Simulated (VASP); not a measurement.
# TaTe (F-43m) in VASP: further runs

TaTe is run at these levels: PBE; tasks: single point.

Program: VASP 6.6.1. These are calculated values, not measurements. Logs are shortened: lines on timing, memory, paths and dates and some standing lists are left out, and cuts for length are marked.

### Step 1. The cell of the first run

The structure is cubic, space group F-43m (No. 216). The conventional cell has a = 6.277 Å, b = 6.277 Å, c = 6.277 Å, α = 90.00°, β = 90.00°, γ = 90.00°. Ta (site symmetry -43m) has 4 Te at 2.72 Å within 3.6 Å. Te (site symmetry -43m) has 4 Ta at 2.72 Å within 3.6 Å.

### Step 2. Single point, PBE, collinear spin (30.92 Å³/atom)

The input, INCAR:

```
SYSTEM = TaTe
PREC     = Accurate       ! precision mode
ENCUT    = 520            ! plane-wave cutoff, eV
EDIFF    = 1E-7           ! SCF threshold, eV
ISMEAR   = 0              ! smearing method
SIGMA    = 0.05           ! smearing width, eV
LREAL    = .FALSE.        ! projectors in reciprocal space
LASPH    = .TRUE.         ! aspherical terms in the spheres
NELM     = 150            ! most SCF steps
ALGO     = Normal         ! electronic algorithm
ISIF     = 2              ! what is computed and relaxed
LWAVE    = .FALSE.        ! write WAVECAR
LCHARG   = .FALSE.        ! write CHGCAR
ISPIN    = 2              ! spin polarisation
MAGMOM   = 1.39 0         ! initial moments
LORBIT   = 11             ! projections on sites
LMAXMIX  = 4              ! l up to which the mixer works
GGA      = PE             ! functional
NBANDS   = 20             ! bands
```

The input, KPOINTS:

```
Automatic mesh
0
G
  10 10 10
  0 0 0
```

The input, POSCAR:

```
TaTe
1.0
    0.0000000000      3.1387196583      3.1387196583
    3.1387196583      0.0000000000      3.1387196583
    3.1387196583      3.1387196583      0.0000000000
Ta Te
1 1
Direct
    0.0000000000      0.0000000000      0.0000000000
    0.2500000000      0.2500000000      0.2500000000
```

Potentials or basis: VASP PAW PBE potentials, release 64 (Ta_pv, Te).

Command:

```
cat potpaw_PBE.64/Ta_pv/POTCAR potpaw_PBE.64/Te/POTCAR > POTCAR
mpirun -np 1 vasp_std > vasp.out
```

OUTCAR:

```text
SYSTEM = TaTe
   PREC = Accurate
   ENCUT = 520
   EDIFF = 1E-7
   ISMEAR = 0
   LREAL = .FALSE.
   LASPH = .TRUE.
   NELM = 150
   ISIF = 2
   ISPIN = 2
   LORBIT = 11
   GGA = PE

 ion  position               nearest neighbor table
   1  0.000  0.000  0.000-   2 2.72   2 2.72   2 2.72   2 2.72
   2  0.250  0.250  0.250-   1 2.72   1 2.72   1 2.72   1 2.72

  LATTYP: Found a face centered cubic cell.
 ALAT       =     6.2774393166

  Lattice vectors:

 A1 = (   0.0000000000,   3.1387196583,   3.1387196583)
 A2 = (   3.1387196583,   0.0000000000,   3.1387196583)
 A3 = (   3.1387196583,   3.1387196583,   0.0000000000)

Analysis of symmetry for initial positions (statically):
=====================================================================
 Subroutine PRICEL returns:
 Original cell was already a primitive cell.

 Routine SETGRP: Setting up the symmetry group for a
 face centered cubic supercell.

 Subroutine GETGRP returns: Found 24 space group operations
 (whereof 24 operations were pure point group operations)
 out of a pool of 48 trial point group operations.

The static configuration has the point symmetry T_d .

Analysis of symmetry for dynamics (positions and initial velocities):
=====================================================================
 Subroutine PRICEL returns:
 Original cell was already a primitive cell.

 Routine SETGRP: Setting up the symmetry group for a
 face centered cubic supercell.

 Subroutine GETGRP returns: Found 24 space group operations
 (whereof 24 operations were pure point group operations)
 out of a pool of 48 trial point group operations.

The dynamic configuration has the point symmetry T_d .

Analysis of structural, dynamic, and magnetic symmetry:
=====================================================================
 Subroutine PRICEL returns:
 Original cell was already a primitive cell.

 Routine SETGRP: Setting up the symmetry group for a
 face centered cubic supercell.

 Subroutine GETGRP returns: Found 24 space group operations
 (whereof 24 operations were pure point group operations)
 out of a pool of 48 trial point group operations.

The overall configuration has the point symmetry T_d .

 Subroutine INISYM returns: Found 24 space group operations
 (whereof 24 operations are pure point group operations),
 and found     1 'primitive' translations

[... 116 lines left out ...]
  Fermi-wavevector in a.u.,A,eV,Ry     =   1.064458  2.011534 15.416370  1.133071
  Thomas-Fermi vector in A             =   2.199977
   LORBIT       =     11    0 simple, 1 ext, 2 COOP (PROOUT), +10 PAW based schemes
   GGA     = PE    functional components
   LHFCALC =     F    Hartree Fock is set to
   AEXX    =    0.0000 exact exchange contribution
   IVDW    =     0    specifies the selected vdW correction
   LEPSILON=     F    determine dielectric tensor
   LRPA    =     F    only Hartree local field effects (RPA)
 spin polarized calculation
 Gauss-broadening in eV      SIGMA  =   0.05
  energy-cutoff  :      520.00
  volume of cell :       61.84
 maximum number of plane-waves:      1687
 NGX is ok and might be reduce to    36
   NGX = 17   NGY = 17   NGZ = 17

 number of electron      17.0000001 magnetization       2.0468747

 Free energy of the ion-electron system (eV)
  ---------------------------------------------------
  ext. energy  EPLUGINS =         0.00000000
  ---------------------------------------------------
  free energy    TOTEN  =       -13.04260628 eV

  energy without entropy =      -13.03933436  energy(sigma->0) =      -13.04097032

 E-fermi :   4.8580     XC(G=0):  -9.4149

 val. band max:        4.8515046426   @ k =   0.5000   0.4000   0.0000
 cond. band min:       4.8587956632   @ k =   0.4000   0.4000   0.0000
 fundamental gap:      0.0072910206
 Fermi energy:         4.8579765487

 spin component 1

 k-point     1 :       0.0000    0.0000    0.0000
  band No.  band energies     occupation
      1     -30.3138      1.00000
      2     -30.3138      1.00000
      3     -30.3138      1.00000
      4      -8.0060      1.00000
      5       0.7712      1.00000
      6       0.7712      1.00000
[... 541 lines left out ...]
     19      16.8438      0.00000
     20      17.7570      0.00000

 [... further k-points ...]

 spin component 2

 k-point     1 :       0.0000    0.0000    0.0000
  band No.  band energies     occupation
      1     -29.4433      1.00000
      2     -29.4433      1.00000
      3     -29.4433      1.00000
      4      -7.8500      1.00000
      5       1.1617      1.00000
      6       1.1617      1.00000
[... 541 lines left out ...]
     19      17.3976      0.00000
     20      18.4051      0.00000

 [... further k-points ...]

------------------------ aborting loop because EDIFF is reached ----------------------------------------

  FORCE on cell =-STRESS in cart. coord.  units (eV):
  Direction    XX          YY          ZZ          XY          YZ          ZX
  --------------------------------------------------------------------------------------
  -------------------------------------------------------------------------------------
  Total        0.5777393      0.5777393      0.5777393      0.0000000     -0.0000000     -0.0000000
  in kB       14.9676945     14.9676945     14.9676945      0.0000000     -0.0000000     -0.0000000
  external PRESSURE =      14.9676945 kB  Pullay stress =       0.0000000 kB

 VOLUME and BASIS-vectors are now :
 -----------------------------------------------------------------------------
  energy-cutoff  :      520.00
  volume of cell :       61.84
      direct lattice vectors                 reciprocal lattice vectors
     0.000000000  3.138719658  3.138719658    -0.159300624  0.159300624  0.159300624
     3.138719658  0.000000000  3.138719658     0.159300624 -0.159300624  0.159300624
     3.138719658  3.138719658  0.000000000     0.159300624  0.159300624 -0.159300624

 POSITION                                       TOTAL-FORCE (eV/Angst)
 -----------------------------------------------------------------------------------
      0.00000      0.00000      0.00000        -0.000000      0.000000      0.000000
      1.56936      1.56936      1.56936         0.000000     -0.000000     -0.000000
 -----------------------------------------------------------------------------------
    total drift:                                0.000000      0.000000      0.000000

  FREE ENERGIE OF THE ION-ELECTRON SYSTEM (eV)
  ---------------------------------------------------
  free  energy   TOTEN  =       -13.0426062761 eV

  energy  without entropy=      -13.0393343630  energy(sigma->0) =      -13.04097032

 total charge

# of ion       s       p       d       tot
------------------------------------------
    1        0.284   6.066   2.451   8.801
    2        1.325   2.106   0.099   3.529
--------------------------------------------------
tot          1.609   8.172   2.550  12.330

 magnetization (x)

# of ion       s       p       d       tot
------------------------------------------
    1        0.049   0.014   1.331   1.394
    2       -0.013  -0.072   0.056  -0.029
--------------------------------------------------
tot          0.036  -0.058   1.387   1.364
```

It took 1.9 min on 1 thread of AMD EPYC 9R45 (Zen 5), shared host; peak memory 0.26 GiB.

Results:

| Property | Result |
| --- | --- |
| Free energy | -13.0426 eV |
| Pressure | 1.5 GPa |
| Net moment | 2.05 μB per cell |
| Site moments | Ta +1.39; Te -0.03 μB |
| Valence electrons inside the program's atomic spheres | Ta 8.80; Te 3.53 |

Levels at points of the mesh, in eV from the Fermi level:
Spin up:
```tsv
k point	band 6	band 7	band 8	band 9	band 10	band 11	band 12	band 13
(0.00, 0.00, 0.00)	-4.09	-4.09	-0.52	-0.52	0.64	4.22	4.22	4.22
(0.50, 0.00, 0.00)	-3.84	-3.84	-0.27	-0.24	-0.24	1.96	1.96	2.63
(0.50, 0.50, 0.00)	-3.42	-3.42	-1.32	-0.84	0.06	0.73	0.73	5.30
```
Spin down:
| k point | band 4 | band 5 | band 6 | band 7 | band 8 | band 9 | band 10 | band 11 |
| --- | --- | --- | --- | --- | --- | --- | --- | --- |
| (0.00, 0.00, 0.00) | -12.71 | -3.70 | -3.70 | -3.70 | 0.96 | 0.96 | 1.19 | 4.73 |
| (0.50, 0.00, 0.00) | -12.02 | -5.13 | -3.43 | -3.43 | 0.60 | 1.17 | 1.17 | 2.63 |
| (0.50, 0.50, 0.00) | -11.78 | -5.35 | -3.15 | -3.15 | -0.67 | 0.45 | 1.58 | 1.58 |

Caveat: spin-orbit coupling is left out, which moves the levels of the heavy elements.

[end of part 1 of 2]
